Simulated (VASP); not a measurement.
# KCl (P4/mmm) in VASP: further runs

The runs below take KCl through single point, with PBE, r2SCAN.

All numbers are computed with VASP 6.6.1; they aren't measurements. Logs are shortened: lines on timing, memory, paths and dates and some standing lists are left out, and cuts for length are marked.

**1. The cell of the first run**

Symmetry: P4/mmm, No. 123, tetragonal system. Conventional cell: a = 3.771 Å, b = 3.771 Å, c = 3.894 Å, α = 90.00°, β = 90.00°, γ = 90.00°. K (site symmetry 4/mmm) has 8 Cl at 3.30 Å and 6 K at 3.77 to 3.89 Å within 4.3 Å. Within 4.3 Å of Cl (site symmetry 4/mmm) lie 8 K at 3.30 Å and 6 Cl at 3.77 to 3.89 Å.

**2. Single point, PBE (uniaxial x strain +3.3%)**

Input file INCAR:

```
ALGO     = Normal         # electronic algorithm
EDIFF    = 1E-6           # SCF threshold, eV
ENCUT    = 520            # plane-wave cutoff, eV
GGA      = PE             # functional
ISIF     = 2              # what is computed and relaxed
ISMEAR   = -1             # smearing method
LASPH    = True           # aspherical terms in the spheres
LCHARG   = True           # write CHGCAR
LELF     = True           # ELF
LREAL    = False          # projectors in reciprocal space
LVHAR    = True         
LWAVE    = False          # write WAVECAR
NBANDS   = 15             # bands
NELM     = 60             # most SCF steps
PREC     = Accurate       # precision mode
SIGMA    = 0.02           # smearing width, eV
```

Input file KPOINTS:

```
k-points
0
Gamma
  8 8 8
```

Input file POSCAR:

```
KCl
1.0
    3.8944911150      0.0000000000      0.0000000000
    0.0000000000      3.7708085932      0.0000000000
    0.0000000000      0.0000000000      3.7708085932
K Cl
1 1
Direct
    0.0000000000      0.0000000000      0.0000000000
    0.5000000000      0.5000000000      0.5000000000
```

Potentials or basis: VASP PAW PBE potentials, release 64 (K_sv, Cl).

Launch:

```sh
$ cat potpaw_PBE.64/K_sv/POTCAR potpaw_PBE.64/Cl/POTCAR > POTCAR
$ mpirun -np 1 vasp_std > vasp.out
```

OUTCAR:

```text
EDIFF = 1E-6
   ENCUT = 520
   GGA = PE
   ISIF = 2
   ISMEAR = -1
   LASPH = True
   LREAL = False
   NELM = 60
   PREC = Accurate

 ion  position               nearest neighbor table
   1  0.000  0.000  0.000-
   2  0.500  0.500  0.500-

  LATTYP: Found a simple tetragonal cell.
 ALAT       =     3.7708085932
 C/A-ratio  =     1.0328000000

  Lattice vectors:

 A1 = (   0.0000000000,   3.7708085932,   0.0000000000)
 A2 = (   0.0000000000,   0.0000000000,   3.7708085932)
 A3 = (   3.8944911150,   0.0000000000,   0.0000000000)

Analysis of symmetry for initial positions (statically):
=====================================================================
 Subroutine PRICEL returns:
 Original cell was already a primitive cell.

 Routine SETGRP: Setting up the symmetry group for a
 simple tetragonal supercell.

 Subroutine GETGRP returns: Found 16 space group operations
 (whereof 16 operations were pure point group operations)
 out of a pool of 16 trial point group operations.

The static configuration has the point symmetry D_4h.

Analysis of symmetry for dynamics (positions and initial velocities):
=====================================================================
 Subroutine PRICEL returns:
 Original cell was already a primitive cell.

 Routine SETGRP: Setting up the symmetry group for a
 simple tetragonal supercell.

 Subroutine GETGRP returns: Found 16 space group operations
 (whereof 16 operations were pure point group operations)
 out of a pool of 16 trial point group operations.

The dynamic configuration has the point symmetry D_4h.

 Subroutine INISYM returns: Found 16 space group operations
 (whereof 16 operations are pure point group operations),
 and found     1 'primitive' translations

----------------------------------------------------------------------------------------

                                     Primitive cell

  volume of cell :      55.3758

  direct lattice vectors                    reciprocal lattice vectors
     3.894491115  0.000000000  0.000000000     0.256772957  0.000000000  0.000000000
     0.000000000  3.770808593  0.000000000     0.000000000  0.265195110  0.000000000
     0.000000000  0.000000000  3.770808593     0.000000000  0.000000000  0.265195110

  length of vectors
     3.894491115  3.770808593  3.770808593     0.256772957  0.265195110  0.265195110

  position of ions in fractional coordinates (direct lattice)
     0.000000000  0.000000000  0.000000000
     0.500000000  0.500000000  0.500000000

  ion indices of the primitive-cell ions
   primitive index   ion index
                 1           1
                 2           2

----------------------------------------------------------------------------------------

 KPOINTS: k-points

Automatic generation of k-mesh.
 Grid dimensions read from file:
 generate k-points for:    8    8    8

 Generating k-lattice:

  Cartesian coordinates                     Fractional coordinates (reciprocal lattice)
     0.032096620  0.000000000  0.000000000     0.125000000  0.000000000  0.000000000
     0.000000000  0.033149389  0.000000000     0.000000000  0.125000000  0.000000000
     0.000000000  0.000000000  0.033149389     0.000000000  0.000000000  0.125000000

  Length of vectors
     0.032096620  0.033149389  0.033149389

  Shift w.r.t. Gamma in fractional coordinates (k-lattice)
     0.000000000  0.000000000  0.000000000

 Subroutine IBZKPT returns following result:
 ===========================================

 Found     75 irreducible k-points:

 Following reciprocal coordinates:
            Coordinates               Weight
  0.000000  0.000000  0.000000      1.000000
  0.125000  0.000000  0.000000      2.000000
  0.250000  0.000000  0.000000      2.000000
  0.375000  0.000000  0.000000      2.000000
  0.500000  0.000000  0.000000      1.000000
  0.000000  0.125000  0.000000      4.000000
[... 16 lines left out ...]
  0.250000  0.500000  0.000000      4.000000
  0.375000  0.500000  0.000000      4.000000
 [... further k-points ...]
   k-points           NKPTS =     75   k-points in BZ     NKDIM =     75   number of bands    NBANDS=     15
   number of dos      NEDOS =    301   number of ions     NIONS =      2
   total plane-waves  NPLWV =  23520
   dimension x,y,z NGX =    30 NGY =   28 NGZ =   28
   dimension x,y,z NGXF=    60 NGYF=   56 NGZF=   56
   ions per type =               1   1
   NGX,Y,Z   is equivalent  to a cutoff of  12.81, 12.34, 12.34 a.u.
   NGXF,Y,Z  is equivalent  to a cutoff of  25.61, 24.69, 24.69 a.u.
 SYSTEM =  unknown system
   PREC   = accura    normal or accurate (medium, high low for compatibility)
   ISTART =      0    job   : 0-new  1-cont  2-samecut
   ICHARG =      2    charge: 1-file 2-atom 10-const
   ISPIN  =      1    spin polarized calculation?
   LNONCOLLINEAR =      F non collinear calculations
   LSORBIT =      F    spin-orbit coupling
   LASPH  =      T    aspherical Exc in radial PAW
   ENCUT  =  520.0 eV  38.22 Ry    6.18 a.u.   7.24  7.01  7.01*2*pi/ulx,y,z
   NELM   =     60;   NELMIN=  2; NELMDL= -5     # of ELM steps
   EDIFF  = 0.1E-05   stopping-criterion for ELM
   LREAL  =      F    real-space projection
   EDIFFG = 0.1E-04   stopping-criterion for IOM
   NSW    =      0    number of steps for IOM
   IBRION =     -1    ionic relax: 0-MD 1-quasi-New 2-CG
   NFREE  =      0    steps in history (QN), initial steepest desc. (CG)
   ISIF   =      2    stress and relaxation
   ISYM   =      2    0-nonsym 1-usesym 2-fastsym
   POTIM  = 0.5000    time-step for ionic-motion
   TEBEG  =    0.0;   TEEND  =   0.0 temperature during run
   PSTRESS=    0.0 pullay stress
   NELECT =      16.0000    total number of electrons
   NUPDOWN=      -1.0000    fix difference up-down
   EMIN   =  10.00;   EMAX   =-10.00  energy-range for DOS
   EFERMI =   0.00;   METHOD = LEGACY
   ISMEAR =    -1;   SIGMA  =   0.02  broadening in eV -4-tet -1-fermi 0-gaus
   EFERMI_NEDOS =   21; number of points for ismear=-14 and -15
   IALGO  =     38    algorithm
   IMIX   =      4    mixing-type and parameters
     AMIX     =   0.40;   BMIX     =  1.00
     AMIX_MAG =   1.60;   BMIX_MAG =  1.00
  volume/ion in A,a.u.               =      27.69       186.85
  Fermi-wavevector in a.u.,A,eV,Ry     =   1.082285  2.045222 15.937056  1.171341
  Thomas-Fermi vector in A             =   2.218323
   LORBIT       =      0    0 simple, 1 ext, 2 COOP (PROOUT), +10 PAW based schemes
   GGA     = PE    functional components
   LHFCALC =     F    Hartree Fock is set to
   AEXX    =    0.0000 exact exchange contribution
   IVDW    =     0    specifies the selected vdW correction
   LEPSILON=     F    determine dielectric tensor
   LRPA    =     F    only Hartree local field effects (RPA)
 non-spin polarized calculation
  energy-cutoff  :      520.00
  volume of cell :       55.38
 maximum number of plane-waves:      1512
 NGX is ok and might be reduce to    30
   NGX = 15   NGY = 15   NGZ = 15

 number of electron      16.0000001 magnetization

 Free energy of the ion-electron system (eV)
  ---------------------------------------------------
  ext. energy  EPLUGINS =         0.00000000
  ---------------------------------------------------
  free energy    TOTEN  =        -6.64843513 eV

  energy without entropy =       -6.64843513  energy(sigma->0) =       -6.64843513

 E-fermi :  -0.1980     XC(G=0):  -8.1655

 val. band max:       -0.6725234648   @ k =   0.5000   0.5000   0.0000
 cond. band min:       4.1506319832   @ k =   0.0000   0.0000   0.0000
 fundamental gap:      4.8231554480
 Fermi energy:        -0.1980406410

 k-point     1 :       0.0000    0.0000    0.0000
  band No.  band energies     occupation
      1     -28.7570      2.00000
      2     -13.3305      2.00000
      3     -12.1473      2.00000
      4     -12.1335      2.00000
      5     -12.1335      2.00000
      6      -1.0430      2.00000
      7      -0.8707      2.00000
      8      -0.8707      2.00000
      9       4.1506      0.00000
     10       5.7722      0.00000
     11       5.8885      0.00000
     12       9.9030      0.00000
     13       9.9030      0.00000
     14      10.1162      0.00000
     15      12.8066      0.00000

 k-point     2 :       0.1250    0.0000    0.0000
  band No.  band energies     occupation
      1     -28.7546      2.00000
      2     -13.3614      2.00000
      3     -12.1296      2.00000
      4     -12.1296      2.00000
      5     -12.1184      2.00000
      6      -1.3187      2.00000
      7      -0.8746      2.00000
      8      -0.8746      2.00000
      9       4.5237      0.00000
     10       6.0092      0.00000
     11       6.0611      0.00000
     12       9.8749      0.00000
     13       9.8749      0.00000
     14      10.1823      0.00000
     15      12.2361      0.00000

 k-point     3 :       0.2500    0.0000    0.0000
  band No.  band energies     occupation
      1     -28.7488      2.00000
      2     -13.4338      2.00000
      3     -12.1201      2.00000
      4     -12.1201      2.00000
      5     -12.0489      2.00000
      6      -1.8810      2.00000
      7      -0.8845      2.00000
      8      -0.8845      2.00000
      9       5.3918      0.00000
     10       6.3542      0.00000
     11       6.7799      0.00000
     12       9.8491      0.00000
     13       9.8491      0.00000
     14      10.3557      0.00000
     15      11.0800      0.00000
[... 343 lines left out ...]
 k-point    23 :       0.2500    0.5000    0.0000
  band No.  band energies     occupation
      1     -28.7261      2.00000
      2     -13.3248      2.00000
      3     -12.2252      2.00000
      4     -12.1590      2.00000
      5     -12.0893      2.00000
      6      -2.2724      2.00000
      7      -1.5194      2.00000
      8      -0.7707      2.00000
      9       6.2875      0.00000
     10       7.0202      0.00000
     11       8.5632      0.00000
     12       8.9413      0.00000
     13       9.0826      0.00000
     14       9.5740      0.00000
     15      11.5302      0.00000

 k-point    24 :       0.3750    0.5000    0.0000
  band No.  band energies     occupation
      1     -28.7208      2.00000
      2     -13.1569      2.00000
      3     -12.3132      2.00000
      4     -12.3046      2.00000
      5     -12.0823      2.00000
      6      -2.0725      2.00000
      7      -1.8033      2.00000
      8      -0.7018      2.00000
      9       5.6789      0.00000
     10       6.7756      0.00000
     11       8.4615      0.00000
     12       8.5662      0.00000
     13       9.7000      0.00000
     14      10.3102      0.00000
     15      11.6069      0.00000

 [... further k-points ...]
[... 5 lines left out ...]
  --------------------------------------------------------------------------------------
  -------------------------------------------------------------------------------------
  Total       -0.1945103      0.2955383      0.2955383      0.0000000      0.0000000      0.0000000
  in kB       -5.6277322      8.5507584      8.5507584      0.0000000      0.0000000      0.0000000
  external PRESSURE =       3.8245948 kB  Pullay stress =       0.0000000 kB

 VOLUME and BASIS-vectors are now :
 -----------------------------------------------------------------------------
  energy-cutoff  :      520.00
  volume of cell :       55.38
      direct lattice vectors                 reciprocal lattice vectors
     3.894491115  0.000000000  0.000000000     0.256772957  0.000000000  0.000000000
     0.000000000  3.770808593  0.000000000     0.000000000  0.265195110  0.000000000
     0.000000000  0.000000000  3.770808593     0.000000000  0.000000000  0.265195110

 POSITION                                       TOTAL-FORCE (eV/Angst)
 -----------------------------------------------------------------------------------
      0.00000      0.00000      0.00000         0.000000      0.000000      0.000000
      1.94725      1.88540      1.88540         0.000000      0.000000      0.000000
 -----------------------------------------------------------------------------------
    total drift:                                0.000000      0.000000     -0.000000

  FREE ENERGIE OF THE ION-ELECTRON SYSTEM (eV)
  ---------------------------------------------------
  free  energy   TOTEN  =        -6.6484351276 eV

  energy  without entropy=       -6.6484351276  energy(sigma->0) =       -6.64843513
```

Wall time 43 s (1 thread of Intel Xeon Platinum 8259CL at 2.50GHz (Skylake/Cascade Lake), shared host); peak memory 0.2 GiB.

Results:

```
Free energy            : -6.6484 eV
Pressure               : 0.4 GPa
Band gap on the k mesh : 4.82 eV, indirect (least direct gap 5.02 eV)
```

Levels at points of the mesh, in eV from the valence-band top:
```tsv
k point	band 4	band 5	band 6	band 7	band 8	band 9	band 10	band 11	band 12	band 13
(0.00, 0.00, 0.00)	-11.46	-11.46	-0.37	-0.20	-0.20	4.82	6.44	6.56	10.58	10.58
(0.50, 0.00, 0.00)	-11.43	-11.28	-1.86	-0.23	-0.23	7.76	7.81	8.15	10.14	10.64
(0.00, 0.50, 0.00)	-11.43	-11.33	-1.87	-0.38	-0.19	7.75	7.87	8.41	10.09	10.41
(0.50, 0.50, 0.00)	-11.66	-11.41	-1.31	-1.24	0.00	6.12	7.34	8.95	9.06	11.32
(0.00, 0.50, 0.50)	-11.72	-11.41	-1.27	-1.27	-0.14	6.21	7.08	8.71	8.71	11.52
(0.50, 0.50, 0.50)	-11.67	-11.60	-1.42	-1.42	-1.37	8.76	8.85	8.85	9.73	10.00
```

Caveat: the cell differs from its parent crystal (uniaxial x strain +3.3%).

**3. Single point, r2SCAN (epitaxial xy strain -3.1%)**

Input file POSCAR:

```
KCl
1.0
    3.6550447693      0.0000000000      0.0000000000
    0.0000000000      3.6550447693      0.0000000000
    0.0000000000      0.0000000000      3.8080688468
K Cl
1 1
Direct
    0.0000000000      0.0000000000      0.0000000000
    0.5000000000      0.5000000000      0.5000000000
```

Input file INCAR.step1:

```
SYSTEM = KCl
PREC = Accurate
ENCUT = 520
ISMEAR = 0
SIGMA = 0.01
LREAL = .False.
LASPH = .True.
NELM = 100
NBANDS = 15
GGA = PE
ALGO = Normal
EDIFF = 1E-4
LWAVE = .True.
LCHARG = .False.
```

Input file INCAR.step2:

```
SYSTEM = KCl
PREC = Accurate
ENCUT = 520
EDIFF = 1E-7
ISMEAR = 0
SIGMA = 0.01
LREAL = .False.
LASPH = .True.
NELM = 100
ALGO = Normal
ISIF = 2
LWAVE = .False.
LCHARG = .False.
METAGGA = R2SCAN
LMIXTAU = .True.
NBANDS = 15
ISTART = 1
```

Input file KPOINTS:

```
regular mesh
0
Gamma
  8 8 8
  0 0 0
```

Potentials or basis: VASP PAW PBE potentials, release 64 (K_sv, Cl).

Launch:

```sh
$ cat potpaw_PBE.64/K_sv/POTCAR potpaw_PBE.64/Cl/POTCAR > POTCAR
$ cp INCAR.step1 INCAR
$ mpirun -np 1 vasp_std > vasp.out
$ cp INCAR.step2 INCAR
$ mpirun -np 1 vasp_std > vasp.out
```

Wall time 2.7 min (1 thread of Intel Xeon Platinum 8259CL at 2.50GHz (Skylake/Cascade Lake), shared host); peak memory 0.2 GiB.

Results (log left out):

| Quantity | Value |
| --- | --- |
| Free energy | -16.3870 eV |
| Pressure | 1.3 GPa |
| Band gap on the k mesh | 5.96 eV, indirect (least direct gap 6.18 eV) |

Stress tensor (GPa, compression positive):
```
 2.02  0.00  0.00
 0.00  2.02  0.00
 0.00  0.00 -0.03
```

Levels at points of the mesh, in eV from the valence-band top:
```
           k point  band 4  band 5  band 6  band 7  band 8  band 9  band 10  band 11  band 12  band 13
(0.00, 0.00, 0.00)  -11.69  -11.69   -0.46   -0.21   -0.21    5.96     6.88     7.04    11.55    11.55
(0.50, 0.00, 0.00)  -11.64  -11.57   -2.14   -0.50   -0.22    8.51     8.94     9.67    10.77    11.50
(0.50, 0.50, 0.00)  -12.02  -11.62   -1.46   -1.46   -0.20    6.86     7.80     9.40     9.40    13.18
(0.00, 0.00, 0.50)  -11.65  -11.49   -2.12   -0.27   -0.27    8.42     8.94     9.33    10.83    11.81
(0.50, 0.00, 0.50)  -11.94  -11.61   -1.52   -1.41    0.00    6.78     8.20     9.75     9.89    12.93
(0.50, 0.50, 0.50)  -11.95  -11.86   -1.69   -1.69   -1.62    9.65     9.84     9.84    10.85    11.22
```

Caveat: the cell differs from its parent crystal (epitaxial xy strain -3.1%); the PAW data sets were made with another functional, which shifts forces and pressure a little.
